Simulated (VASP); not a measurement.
# Al3SiNO (P2/m) in VASP: a series of runs, part 2 of 2

VASP 6.6.1.

**4. Single point, PBE**

This run uses another cell than the first one, of 14.83 Å³/atom.

Contents of INCAR:

```
SYSTEM = Al3SiNO
  ALGO = Normal
  EDIFF = 1E-6
  ENCUT = 520
  GGA = PE
  ISIF = 2
  ISMEAR = 0
  LASPH = .True.
  LCHARG = .False.
  LREAL = .False.
  LWAVE = .False.
  NBANDS = 21
  NELM = 80
  PREC = Accurate
  SIGMA = 0.1
```

Contents of KPOINTS:

```
k-points
0
Gamma
  4 6 4
  0 0 0
```

Contents of POSCAR:

```
Al3SiNO
1.0
    4.8656020146      0.0000000000     -2.2030697256
    0.0000000000      2.8099112776      0.0000000000
   -4.8503769379      0.0000000000      8.7053726094
Al Si N O
3 1 1 1
Direct
    0.5422963784      0.0000000000      0.8895932814
    0.4577036216      0.0000000000      0.1104067186
    0.5000000000      0.5000000000      0.5000000000
    0.0000000000      0.5000000000      0.5000000000
    0.5000000000      0.5000000000      0.0000000000
    0.0000000000      0.0000000000      0.0000000000
```

On the command line:

```bash
cat potpaw_PBE.64/Al/POTCAR potpaw_PBE.64/Si/POTCAR potpaw_PBE.64/N/POTCAR potpaw_PBE.64/O/POTCAR > POTCAR
mpirun -np 1 vasp_std > vasp.out
```

It took 52 s on 1 thread of Intel Xeon 6975P-C (Granite Rapids), shared host; peak memory 0.29 GiB.

It converged, with:

| Quantity | Value |
| --- | --- |
| Free energy | -34.5359 eV |
| Pressure | -0.1 GPa |
| Largest force | 0.030 eV/Å |
| Band gap on the k mesh | zero (bands 12 and 13 overlap by 3.14 eV) |

Forces in eV/Å, atoms in the order of the input:
```
Al  -0.026  0.000  0.015
Al   0.026  0.000 -0.015
Al   0.000  0.000  0.000
Si   0.000  0.000  0.000
N    0.000  0.000  0.000
O    0.000  0.000  0.000
```

Stress tensor (GPa, compression positive):
```
 0.11  0.00 -0.04
 0.00 -0.13  0.00
-0.04  0.00 -0.15
```

Levels at points of the mesh, in eV from the Fermi level:
```
           k point  band 10  band 11  band 12  band 13  band 14  band 15
(0.00, 0.00, 0.00)    -1.50    -1.24    -1.00     1.84     2.43     2.92
(0.50, 0.00, 0.00)    -2.03    -1.33     1.27     1.57     1.90     4.53
(0.00, 0.50, 0.00)    -2.57    -0.59    -0.14     0.36     0.47     0.90
(0.50, 0.50, 0.00)    -2.77    -1.54    -1.29    -0.92     1.92     3.18
(0.00, 0.00, 0.50)    -2.50    -2.16    -1.24     0.90     4.81     4.98
(0.50, 0.00, 0.50)    -1.47    -1.33     0.58     1.56     1.59     3.92
(0.00, 0.50, 0.50)    -1.92    -0.84    -0.14    -0.04     0.81     1.01
(0.50, 0.50, 0.50)    -2.31    -1.86    -1.40     0.38     1.13     3.18
```

Caveat: the k points lie up to 0.37 Å⁻¹ apart, too coarse for converged energies and pressures of a metal.

**5. Single point, PBE**

This run uses another cell than the first one, of 14.83 Å³/atom.

Contents of INCAR:

```
SYSTEM = Al3SiNO
ALGO = Normal
EDIFF = 1E-7
ENCUT = 520
GGA = PE
ISIF = 2
ISMEAR = 0
LASPH = .TRUE.
LCHARG = .FALSE.
LREAL = .FALSE.
LWAVE = .FALSE.
NBANDS = 21
NELM = 100
PREC = Accurate
SIGMA = 0.1
```

Contents of KPOINTS:

```
k-points
0
G
  4 6 4
  0 0 0
```

Contents of POSCAR:

```
Al3SiNO
1.0
    5.3411234006      0.0000000000      0.0000000000
    0.0000000000      2.8099112776      0.0000000000
   -2.6681554416      0.0000000000      5.9296813688
Al Si N O
3 1 1 1
Direct
    0.6527030970      0.0000000000      0.8895932814
    0.3472969030      0.0000000000      0.1104067186
    0.0000000000      0.5000000000      0.5000000000
    0.5000000000      0.5000000000      0.5000000000
    0.5000000000      0.5000000000      0.0000000000
    0.0000000000      0.0000000000      0.0000000000
```

Potentials or basis: VASP PAW PBE potentials, release 64 (Al, Si, N, O).

On the command line:

```bash
cat potpaw_PBE.64/Al/POTCAR potpaw_PBE.64/Si/POTCAR potpaw_PBE.64/N/POTCAR potpaw_PBE.64/O/POTCAR > POTCAR
mpirun -np 1 vasp_std > vasp.out
```

OUTCAR:

```text
SYSTEM = Al3SiNO
   EDIFF = 1E-7
   ENCUT = 520
   GGA = PE
   ISIF = 2
   ISMEAR = 0
   LASPH = .TRUE.
   LREAL = .FALSE.
   NELM = 100
   PREC = Accurate

 ion  position               nearest neighbor table
   1  0.653  0.000  0.890-   6 1.69   5 1.91   5 1.91   2 2.58   4 2.71   4 2.71
   2  0.347  0.000  0.110-   6 1.69   5 1.91   5 1.91   1 2.58   4 2.71   4 2.71
   3  0.000  0.500  0.500-   4 2.67   4 2.67
   4  0.500  0.500  0.500-   3 2.67   3 2.67   1 2.71   1 2.71   2 2.71   2 2.71
   5  0.500  0.500  0.000-   1 1.91   2 1.91   1 1.91   2 1.91
   6  0.000  0.000  0.000-   1 1.69   2 1.69

  LATTYP: Found a simple monoclinic cell.
 ALAT       =     5.3411234006
 B/A-ratio  =     0.5260899378
 C/A-ratio  =     1.2174069425
 COS(beta)  =    -0.4103389484

  Lattice vectors:

 A1 = (   5.3411234006,   0.0000000000,   0.0000000000)
 A2 = (   0.0000000000,   2.8099112776,   0.0000000000)
 A3 = (  -2.6681554416,   0.0000000000,   5.9296813688)

Analysis of symmetry for initial positions (statically):
=====================================================================
 Subroutine PRICEL returns:
[... 183 lines left out ...]
 fundamental gap:      0.0752195773
 Fermi energy:         5.8271184721

 k-point     1 :       0.0000    0.0000    0.0000
  band No.  band energies     occupation
      1     -12.6093      2.00000
      2      -9.7370      2.00000
      3      -3.8889      2.00000
      4      -2.2775      2.00000
      5       0.0377      2.00000
      6       1.1727      2.00000
[... 565 lines left out ...]
     20      13.0935      0.00000
     21      13.5792      0.00000

 [... further k-points ...]

------------------------ aborting loop because EDIFF is reached ----------------------------------------

  FORCE on cell =-STRESS in cart. coord.  units (eV):
  Direction    XX          YY          ZZ          XY          YZ          ZX
  --------------------------------------------------------------------------------------
  -------------------------------------------------------------------------------------
  Total        0.0543560     -0.0706947     -0.0767894      0.0000000      0.0000000      0.0410643
  in kB        0.9785920     -1.2727437     -1.3824678      0.0000000      0.0000000      0.7392964
  external PRESSURE =      -0.5588731 kB  Pullay stress =       0.0000000 kB

 VOLUME and BASIS-vectors are now :
 -----------------------------------------------------------------------------
  energy-cutoff  :      520.00
  volume of cell :       88.99
      direct lattice vectors                 reciprocal lattice vectors
     5.341123401  0.000000000  0.000000000     0.187226530  0.000000000  0.084245586
     0.000000000  2.809911278  0.000000000     0.000000000  0.355883123  0.000000000
    -2.668155442  0.000000000  5.929681369     0.000000000  0.000000000  0.168643126

 POSITION                                       TOTAL-FORCE (eV/Angst)
 -----------------------------------------------------------------------------------
      1.11259      0.00000      5.27500        -0.030064      0.000000      0.002508
      1.56037      0.00000      0.65468         0.030064      0.000000     -0.002508
     -1.33408      1.40496      2.96484         0.000000      0.000000      0.000000
      1.33648      1.40496      2.96484         0.000000      0.000000      0.000000
      2.67056      1.40496      0.00000         0.000000      0.000000      0.000000
      0.00000      0.00000      0.00000         0.000000      0.000000      0.000000
 -----------------------------------------------------------------------------------
    total drift:                                0.000000     -0.000000     -0.000000

  FREE ENERGIE OF THE ION-ELECTRON SYSTEM (eV)
  ---------------------------------------------------
  free  energy   TOTEN  =       -34.5359237724 eV

  energy  without entropy=      -34.5330614612  energy(sigma->0) =      -34.53449262
```

Wall time 31 s (1 thread of Intel Xeon 6975P-C (Granite Rapids), shared host); peak memory 0.24 GiB.

What came out:

| Quantity | Value |
| --- | --- |
| Free energy | -34.5359 eV |
| Pressure | -0.1 GPa |
| Largest force | 0.030 eV/Å |
| Band gap on the k mesh | zero (bands 12 and 13 overlap by 3.14 eV) |

Forces on the atoms (eV/Å):
```
Al  -0.030  0.000  0.003
Al   0.030  0.000 -0.003
Al   0.000  0.000  0.000
Si   0.000  0.000  0.000
N    0.000  0.000  0.000
O    0.000  0.000  0.000
```

Stress tensor (GPa, compression positive):
```
 0.10  0.00  0.07
 0.00 -0.13  0.00
 0.07  0.00 -0.14
```

Levels at points of the mesh, in eV from the Fermi level:
| k point | band 8 | band 9 | band 10 | band 11 | band 12 | band 13 | band 14 | band 15 | band 16 | band 17 |
| --- | --- | --- | --- | --- | --- | --- | --- | --- | --- | --- |
| (0.00, 0.00, 0.00) | -3.20 | -2.50 | -1.50 | -1.24 | -1.00 | 1.84 | 2.43 | 2.92 | 5.56 | 6.50 |
| (0.50, 0.00, 0.00) | -3.53 | -2.44 | -1.47 | -1.33 | 0.58 | 1.56 | 1.59 | 3.92 | 6.27 | 6.62 |
| (0.00, 0.50, 0.00) | -3.96 | -2.96 | -2.57 | -0.59 | -0.14 | 0.36 | 0.47 | 0.90 | 3.34 | 5.23 |
| (0.50, 0.50, 0.00) | -4.05 | -2.38 | -2.31 | -1.86 | -1.40 | 0.38 | 1.13 | 3.18 | 3.62 | 5.43 |
| (0.00, 0.00, 0.50) | -3.52 | -3.31 | -2.50 | -2.16 | -1.24 | 0.90 | 4.81 | 4.98 | 5.63 | 6.03 |
| (0.50, 0.00, 0.50) | -3.99 | -2.44 | -2.03 | -1.33 | 1.27 | 1.57 | 1.90 | 4.53 | 5.32 | 6.57 |
| (0.00, 0.50, 0.50) | -4.24 | -2.45 | -1.92 | -0.84 | -0.14 | -0.04 | 0.81 | 1.01 | 2.94 | 4.47 |
| (0.50, 0.50, 0.50) | -3.19 | -2.97 | -2.77 | -1.54 | -1.29 | -0.92 | 1.92 | 3.18 | 4.45 | 5.04 |

Caveat: the k points lie up to 0.37 Å⁻¹ apart, too coarse for converged energies and pressures of a metal.

**6. Overview**

| cell | k mesh | gap on the mesh (eV) | pressure (GPa) | largest force (eV/Å) |
| --- | --- | --- | --- | --- |
| a = 4.810, b = 3.921, c = 4.915 Å, angles 90.0, 118.6, 90.0°, 6 atoms, atomic positions A | 4 × 4 × 4 | none | 2.2 | 2.09 |
| a = 6.857, b = 2.742, c = 5.431 Å, angles 90.0, 111.6, 90.0°, 6 atoms, atomic positions B | 4 × 4 × 4 | none | 0.0 | 0.08 |
| a = 5.341, b = 2.810, c = 9.965 Å, angles 90.0, 143.5, 90.0°, 6 atoms, atomic positions C | 4 × 6 × 4 | none | -0.1 | 0.03 |
| a = 5.341, b = 2.810, c = 6.502 Å, angles 90.0, 114.2, 90.0°, 6 atoms, atomic positions D | 4 × 6 × 4 | none | -0.1 | 0.03 |

Alike in all rows: task single point; level PBE; potentials or basis VASP PAW PBE potentials, release 64 (Al, Si, N, O); no spin polarisation; cutoff (eV) 520; smearing gaussian 0.1 eV.

Caveats: all runs use coarse meshes; forces of over 1 eV/Å act on the atoms, so gaps and moduli don't describe the material at rest (at least some runs).

Absolute energies hang on the potentials; compare differences alone.
